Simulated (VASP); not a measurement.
# CoMo (P-6m2) in VASP: further runs

Runs on CoMo. Level: LDA. Tasks: single point.

Program: VASP 6.6.1. These are calculated values, not measurements. Logs are shortened: lines on timing, memory, paths and dates and some standing lists are left out, and cuts for length are marked.

### Step 1. The cell of the first run

It takes space group P-6m2 (No. 187, hexagonal). The conventional cell has a = 2.553 Å, b = 2.553 Å, c = 3.963 Å, α = 90.00°, β = 90.00°, γ = 120.00°. Within 3.3 Å of Co (site symmetry -6m2) lie 6 Mo at 2.47 Å and 6 Co at 2.55 Å. Within 3.3 Å of Mo (site symmetry -6m2) lie 6 Co at 2.47 Å and 6 Mo at 2.55 Å.

### Step 2. Single point, LDA, collinear spin, ferromagnetic start (11.18 Å³/atom)

INCAR

```
SYSTEM = CoMo
ALGO = Normal
EDIFF = 1E-7
ENCUT = 520
GGA = CA
ISIF = 2
ISMEAR = -1
ISPIN = 2
LASPH = .True.
LCHARG = .False.
LMAXMIX = 4
LORBIT = 11
LREAL = .False.
LWAVE = .False.
MAGMOM = 2 0
NBANDS = 22
NELM = 150
PREC = Accurate
SIGMA = 0.05
```

KPOINTS

```
k-points
0
Gamma
  14 14 8
  0 0 0
```

POSCAR

```
CoMo
1.0
    2.5528196062      0.0000000000      0.0000000000
   -1.2764098031      2.2108066302      0.0000000000
    0.0000000000      0.0000000000      3.9630084479
Co Mo
1 1
Direct
    0.6666666667      0.3333333333      0.5000000000
    0.3333333333      0.6666666667      0.0000000000
```

Potentials or basis: VASP PAW LDA potentials, release 64 (Co, Mo_sv).

Run with:

```console
> cat potpaw_LDA.64/Co/POTCAR potpaw_LDA.64/Mo_sv/POTCAR > POTCAR
> mpirun -np 1 vasp_std > vasp.out
```

OUTCAR:

```text
SYSTEM = CoMo
   EDIFF = 1E-7
   ENCUT = 520
   GGA = CA
   ISIF = 2
   ISMEAR = -1
   ISPIN = 2
   LASPH = .True.
   LORBIT = 11
   LREAL = .False.
   NELM = 150
   PREC = Accurate

 ion  position               nearest neighbor table
   1  0.667  0.333  0.500-   2 2.47   2 2.47   2 2.47   2 2.47   2 2.47   2 2.47
   2  0.333  0.667  0.000-   1 2.47   1 2.47   1 2.47   1 2.47   1 2.47   1 2.47

  LATTYP: Found a hexagonal cell.
 ALAT       =     2.5528196062
 C/A-ratio  =     1.5524044230

  Lattice vectors:

 A1 = (   2.5528196062,   0.0000000000,   0.0000000000)
 A2 = (  -1.2764098031,   2.2108066302,   0.0000000000)
 A3 = (   0.0000000000,   0.0000000000,   3.9630084479)

Analysis of symmetry for initial positions (statically):
=====================================================================
 Subroutine PRICEL returns:
 Original cell was already a primitive cell.

 Routine SETGRP: Setting up the symmetry group for a
 hexagonal supercell.

 Subroutine GETGRP returns: Found 12 space group operations
 (whereof 12 operations were pure point group operations)
 out of a pool of 24 trial point group operations.

The static configuration has the point symmetry D_3h.

Analysis of symmetry for dynamics (positions and initial velocities):
=====================================================================
 Subroutine PRICEL returns:
 Original cell was already a primitive cell.

 Routine SETGRP: Setting up the symmetry group for a
 hexagonal supercell.

 Subroutine GETGRP returns: Found 12 space group operations
 (whereof 12 operations were pure point group operations)
 out of a pool of 24 trial point group operations.

The dynamic configuration has the point symmetry D_3h.

Analysis of structural, dynamic, and magnetic symmetry:
=====================================================================
 Subroutine PRICEL returns:
 Original cell was already a primitive cell.

 Routine SETGRP: Setting up the symmetry group for a
 hexagonal supercell.

 Subroutine GETGRP returns: Found 12 space group operations
 (whereof 12 operations were pure point group operations)
 out of a pool of 24 trial point group operations.

The overall configuration has the point symmetry D_3h.

 Subroutine INISYM returns: Found 12 space group operations
 (whereof 12 operations are pure point group operations),
 and found     1 'primitive' translations

----------------------------------------------------------------------------------------

                                     Primitive cell

  volume of cell :      22.3664

  direct lattice vectors                    reciprocal lattice vectors
     2.552819606  0.000000000  0.000000000     0.391723723  0.226161797  0.000000000
    -1.276409803  2.210806630  0.000000000     0.000000000  0.452323594  0.000000000
     0.000000000  0.000000000  3.963008448     0.000000000  0.000000000  0.252333552

  length of vectors
     2.552819606  2.552819606  3.963008448     0.452323594  0.452323594  0.252333552

  position of ions in fractional coordinates (direct lattice)
     0.666666667  0.333333333  0.500000000
     0.333333333  0.666666667  0.000000000

  ion indices of the primitive-cell ions
   primitive index   ion index
                 1           1
                 2           2

----------------------------------------------------------------------------------------

 KPOINTS: k-points

Automatic generation of k-mesh.
 Grid dimensions read from file:
 generate k-points for:   14   14    8

 Generating k-lattice:

  Cartesian coordinates                     Fractional coordinates (reciprocal lattice)
     0.027980266  0.016154414  0.000000000     0.071428571 -0.000000000  0.000000000
     0.000000000  0.032308828  0.000000000     0.000000000  0.071428571  0.000000000
     0.000000000  0.000000000  0.031541694     0.000000000  0.000000000  0.125000000

  Length of vectors
     0.032308828  0.032308828  0.031541694

  Shift w.r.t. Gamma in fractional coordinates (k-lattice)
     0.000000000  0.000000000  0.000000000

 Subroutine IBZKPT returns following result:
 ===========================================

 Found    120 irreducible k-points:

 Following reciprocal coordinates:
            Coordinates               Weight
  0.000000  0.000000  0.000000      1.000000
  0.071429  0.000000  0.000000      6.000000
  0.142857 -0.000000  0.000000      6.000000
  0.214286 -0.000000  0.000000      6.000000
  0.285714 -0.000000  0.000000      6.000000
  0.357143  0.000000  0.000000      6.000000
[... 16 lines left out ...]
  0.285714  0.285714  0.000000      6.000000
  0.357143  0.285714  0.000000      6.000000
 [... further k-points ...]
   k-points           NKPTS =    120   k-points in BZ     NKDIM =    120   number of bands    NBANDS=     22
   number of dos      NEDOS =    301   number of ions     NIONS =      2
   total plane-waves  NPLWV =  12000
   dimension x,y,z NGX =    20 NGY =   20 NGZ =   30
   dimension x,y,z NGXF=    40 NGYF=   40 NGZF=   60
   ions per type =               1   1
   NGX,Y,Z   is equivalent  to a cutoff of  13.02, 13.02, 12.58 a.u.
   NGXF,Y,Z  is equivalent  to a cutoff of  26.05, 26.05, 25.17 a.u.
 SYSTEM =  CoMo
   PREC   = accura    normal or accurate (medium, high low for compatibility)
   ISTART =      0    job   : 0-new  1-cont  2-samecut
   ICHARG =      2    charge: 1-file 2-atom 10-const
   ISPIN  =      2    spin polarized calculation?
   LNONCOLLINEAR =      F non collinear calculations
   LSORBIT =      F    spin-orbit coupling
   LASPH  =      T    aspherical Exc in radial PAW
   ENCUT  =  520.0 eV  38.22 Ry    6.18 a.u.   4.75  4.75  7.37*2*pi/ulx,y,z
   NELM   =    150;   NELMIN=  2; NELMDL= -5     # of ELM steps
   EDIFF  = 0.1E-06   stopping-criterion for ELM
   LREAL  =      F    real-space projection
   EDIFFG = 0.1E-05   stopping-criterion for IOM
   NSW    =      0    number of steps for IOM
   IBRION =     -1    ionic relax: 0-MD 1-quasi-New 2-CG
   NFREE  =      0    steps in history (QN), initial steepest desc. (CG)
   ISIF   =      2    stress and relaxation
   ISYM   =      2    0-nonsym 1-usesym 2-fastsym
   POTIM  = 0.5000    time-step for ionic-motion
   TEBEG  =    0.0;   TEEND  =   0.0 temperature during run
   PSTRESS=    0.0 pullay stress
   NELECT =      23.0000    total number of electrons
   NUPDOWN=      -1.0000    fix difference up-down
   EMIN   =  10.00;   EMAX   =-10.00  energy-range for DOS
   EFERMI =   0.00;   METHOD = LEGACY
   ISMEAR =    -1;   SIGMA  =   0.05  broadening in eV -4-tet -1-fermi 0-gaus
   EFERMI_NEDOS =   21; number of points for ismear=-14 and -15
   IALGO  =     38    algorithm
   IMIX   =      4    mixing-type and parameters
     AMIX     =   0.40;   BMIX     =  1.00
     AMIX_MAG =   1.60;   BMIX_MAG =  1.00
  volume/ion in A,a.u.               =      11.18        75.47
  Fermi-wavevector in a.u.,A,eV,Ry     =   1.652414  3.122609 37.150319  2.730471
  Thomas-Fermi vector in A             =   2.741027
   LORBIT       =     11    0 simple, 1 ext, 2 COOP (PROOUT), +10 PAW based schemes
   GGA     = CA    functional components
   LHFCALC =     F    Hartree Fock is set to
   AEXX    =    0.0000 exact exchange contribution
   IVDW    =     0    specifies the selected vdW correction
   LEPSILON=     F    determine dielectric tensor
   LRPA    =     F    only Hartree local field effects (RPA)
 spin polarized calculation
  energy-cutoff  :      520.00
  volume of cell :       22.37
 maximum number of plane-waves:       626
 NGX is ok and might be reduce to    20
   NGX =  9   NGY =  9   NGZ = 15

 number of electron      23.0000001 magnetization       0.0004254

 Free energy of the ion-electron system (eV)
  ---------------------------------------------------
  ext. energy  EPLUGINS =         0.00000000
  ---------------------------------------------------
  free energy    TOTEN  =       -19.66609711 eV

  energy without entropy =      -19.64594720  energy(sigma->0) =      -19.65602216

 E-fermi :  13.9924     XC(G=0): -14.6219

 val. band max:       13.9885305846   @ k =   0.3571   0.2857   0.5000
 cond. band min:      14.0044196050   @ k =   0.4286  -0.0000   0.2500
 fundamental gap:      0.0158890204
 Fermi energy:        13.9923823121

 spin component 1

 k-point     1 :       0.0000    0.0000    0.0000
  band No.  band energies     occupation
      1     -46.6049      1.00000
      2     -20.9449      1.00000
      3     -19.5339      1.00000
      4     -19.5339      1.00000
      5       5.5634      1.00000
      6       8.2854      1.00000
[... 14 lines left out ...]
     21      37.7175      0.00000
     22      37.7175      0.00000
[... 552 lines left out ...]
  band No.  band energies     occupation
      1     -46.0459      1.00000
      2     -21.4917      1.00000
      3     -21.1150      1.00000
      4     -20.4791      1.00000
      5       9.0139      1.00000
      6      10.1552      1.00000
[... 14 lines left out ...]
     21      32.3513      0.00000
     22      32.5989      0.00000

 [... further k-points ...]

 spin component 2

 k-point     1 :       0.0000    0.0000    0.0000
  band No.  band energies     occupation
      1     -46.6049      1.00000
      2     -20.9449      1.00000
      3     -19.5339      1.00000
      4     -19.5339      1.00000
      5       5.5634      1.00000
      6       8.2855      1.00000
[... 14 lines left out ...]
     21      37.7176      0.00000
     22      37.7176      0.00000
[... 552 lines left out ...]
  band No.  band energies     occupation
      1     -46.0459      1.00000
      2     -21.4917      1.00000
      3     -21.1150      1.00000
      4     -20.4791      1.00000
      5       9.0140      1.00000
      6      10.1554      1.00000
[... 14 lines left out ...]
     21      32.3513      0.00000
     22      32.5989      0.00000

 [... further k-points ...]

------------------------ aborting loop because EDIFF is reached ----------------------------------------

  FORCE on cell =-STRESS in cart. coord.  units (eV):
  Direction    XX          YY          ZZ          XY          YZ          ZX
  --------------------------------------------------------------------------------------
  -------------------------------------------------------------------------------------
  Total        5.4240871      5.4240871      5.5479358      0.0000000     -0.0000000      0.0000000
  in kB      388.5450256    388.5450255    397.4167098      0.0000000     -0.0000000      0.0000000
  external PRESSURE =     391.5022536 kB  Pullay stress =       0.0000000 kB

 VOLUME and BASIS-vectors are now :
 -----------------------------------------------------------------------------
  energy-cutoff  :      520.00
  volume of cell :       22.37
      direct lattice vectors                 reciprocal lattice vectors
     2.552819606  0.000000000  0.000000000     0.391723723  0.226161797  0.000000000
    -1.276409803  2.210806630  0.000000000     0.000000000  0.452323594  0.000000000
     0.000000000  0.000000000  3.963008448     0.000000000  0.000000000  0.252333552

 POSITION                                       TOTAL-FORCE (eV/Angst)
 -----------------------------------------------------------------------------------
      1.27641      0.73694      1.98150        -0.000000      0.000000      0.000000
     -0.00000      1.47387      0.00000         0.000000     -0.000000      0.000000
 -----------------------------------------------------------------------------------
    total drift:                                0.000000     -0.000000      0.000000

  FREE ENERGIE OF THE ION-ELECTRON SYSTEM (eV)
  ---------------------------------------------------
  free  energy   TOTEN  =       -19.6660971076 eV

  energy  without entropy=      -19.6459472044  energy(sigma->0) =      -19.65602216

 total charge

# of ion       s       p       d       tot
------------------------------------------
    1        0.545   0.632   7.463   8.640
    2        2.472   6.257   4.351  13.081
--------------------------------------------------
tot          3.018   6.889  11.814  21.721

 magnetization (x)

# of ion       s       p       d       tot
------------------------------------------
    1       -0.000  -0.000   0.000   0.000
    2       -0.000  -0.000  -0.000  -0.000
--------------------------------------------------
tot         -0.000  -0.000   0.000   0.000
```

Wall time 4 min (1 thread of Intel Xeon 8259CL, shared host); peak memory 0.21 GiB.

What came out:

| Quantity | Value |
| --- | --- |
| Free energy | -19.6661 eV |
| Pressure | 39.2 GPa |
| Net moment | 0.00 μB per cell |
| Valence electrons inside the program's atomic spheres | Co 8.64; Mo 13.08 |

Caveat: the cell stands under pressure; the moments typed at the start vanished in this run.

### Step 3. Single point, LDA, collinear spin, ferromagnetic start (11.84 Å³/atom)

This run uses another cell than the first one, of 11.84 Å³/atom.

INCAR

```
  ALGO = Normal
  EDIFF = 1E-6
  ENCUT = 520
  GGA = CA
  ISIF = 2
  ISMEAR = -1
  ISPIN = 2
  LASPH = True
  LCHARG = False
  LMAXMIX = 4
  LORBIT = 11
  LREAL = False
  LWAVE = False
  MAGMOM = 2 0
  NBANDS = 22
  NELM = 150
  PREC = Accurate
  SIGMA = 0.05
```

KPOINTS

```
k-points
0
Gamma
  14 14 8
```

POSCAR

```
CoMo
1.0
    2.6019242848      0.0000000000      0.0000000000
   -1.3009621424      2.2533325294      0.0000000000
    0.0000000000      0.0000000000      4.0392387682
Co Mo
1 1
Direct
    0.6666666667      0.3333333333      0.5000000000
    0.3333333333      0.6666666667      0.0000000000
```

Potentials or basis: VASP PAW LDA potentials, release 64 (Co, Mo_sv).

Run with:

```console
> cat potpaw_LDA.64/Co/POTCAR potpaw_LDA.64/Mo_sv/POTCAR > POTCAR
> mpirun -np 1 vasp_std > vasp.out
```

Wall time 3.9 min (1 thread of Intel Xeon 8259CL, shared host); peak memory 0.21 GiB.

Results (log left out):

* Free energy: -19.8926 eV
* Pressure: 16.9 GPa
* Net moment: 0.00 μB per cell
* Valence electrons inside the program's atomic spheres: Co 8.50; Mo 12.90

Stress tensor (GPa, compression positive):
```
16.90  0.00  0.00
 0.00 16.90  0.00
 0.00  0.00 16.79
```

Levels at points of the mesh, in eV from the Fermi level:
Spin up:
```csv
k point,band 9,band 10,band 11,band 12,band 13,band 14,band 15,band 16
"(0.00, 0.00, 0.00)",-1.45,-1.12,-1.12,-0.62,-0.62,1.79,3.28,3.28
"(0.50, 0.00, 0.00)",-1.59,-1.30,-0.88,0.13,3.09,3.36,5.69,8.31
"(0.00, 0.00, 0.50)",-1.85,-1.80,-1.80,-1.76,0.46,0.46,3.24,3.24
"(0.50, 0.00, 0.50)",-1.18,-0.25,0.08,1.29,2.31,2.39,4.86,5.71
```
Spin down:
| k point | band 8 | band 9 | band 10 | band 11 | band 12 | band 13 | band 14 | band 15 | band 16 | band 17 |
| --- | --- | --- | --- | --- | --- | --- | --- | --- | --- | --- |
| (0.00, 0.00, 0.00) | -1.66 | -1.46 | -1.13 | -1.13 | -0.62 | -0.62 | 1.79 | 3.28 | 3.28 | 11.68 |
| (0.50, 0.00, 0.00) | -2.14 | -1.59 | -1.30 | -0.88 | 0.13 | 3.08 | 3.36 | 5.69 | 8.31 | 11.02 |
| (0.00, 0.00, 0.50) | -1.85 | -1.85 | -1.80 | -1.80 | -1.76 | 0.46 | 0.46 | 3.24 | 3.24 | 14.14 |
| (0.50, 0.00, 0.50) | -2.98 | -1.18 | -0.25 | 0.08 | 1.29 | 2.31 | 2.39 | 4.86 | 5.71 | 9.88 |

Caveat: the cell stands under pressure; the moments typed at the start vanished in this run.

### Step 4. Single point, LDA, collinear spin, ferromagnetic start (11.84 Å³/atom)

This run uses another cell than the first one, of 11.84 Å³/atom.

Edit INCAR of step 3 so:

```diff
@@ -3,3 +3,2 @@
   ENCUT = 520
-  GGA = CA
   ISIF = 2
```

KPOINTS is that of step 3.

POSCAR is that of step 3.

Run with:

```console
> cat potpaw_LDA.64/Co/POTCAR potpaw_LDA.64/Mo_sv/POTCAR > POTCAR
> mpirun -np 1 vasp_std > vasp.out
```

It took 3.6 min on 1 thread of Intel Xeon 8259CL, shared host; peak memory 0.21 GiB.

The run converged. Its results:

```yaml
Free_energy: -19.8926 eV
Pressure: 16.9 GPa
Net_moment: 0.00 μB per cell
Valence_electrons_inside_the_program's_atomic_spheres: Co 8.50; Mo 12.90
```

Stress tensor (GPa, compression positive):
```
16.90  0.00  0.00
 0.00 16.90  0.00
 0.00  0.00 16.79
```

Levels at points of the mesh, in eV from the Fermi level:
Spin up:
| k point | band 10 | band 11 | band 12 | band 13 | band 14 | band 15 |
| --- | --- | --- | --- | --- | --- | --- |
| (0.00, 0.00, 0.00) | -1.12 | -1.12 | -0.62 | -0.62 | 1.79 | 3.28 |
| (0.50, 0.00, 0.00) | -1.30 | -0.88 | 0.13 | 3.09 | 3.36 | 5.69 |
| (0.00, 0.00, 0.50) | -1.80 | -1.80 | -1.76 | 0.46 | 0.46 | 3.24 |
| (0.50, 0.00, 0.50) | -0.25 | 0.08 | 1.29 | 2.31 | 2.39 | 4.86 |
Spin down:
```tsv
k point	band 8	band 9	band 10	band 11	band 12	band 13	band 14	band 15	band 16	band 17
(0.00, 0.00, 0.00)	-1.66	-1.46	-1.13	-1.13	-0.62	-0.62	1.79	3.28	3.28	11.68
(0.50, 0.00, 0.00)	-2.14	-1.59	-1.30	-0.88	0.13	3.08	3.36	5.69	8.31	11.02
(0.00, 0.00, 0.50)	-1.85	-1.85	-1.80	-1.80	-1.76	0.46	0.46	3.24	3.24	14.14
(0.50, 0.00, 0.50)	-2.98	-1.18	-0.25	0.08	1.29	2.31	2.39	4.86	5.71	9.88
```

Caveat: the cell stands under pressure; the moments typed at the start vanished in this run.
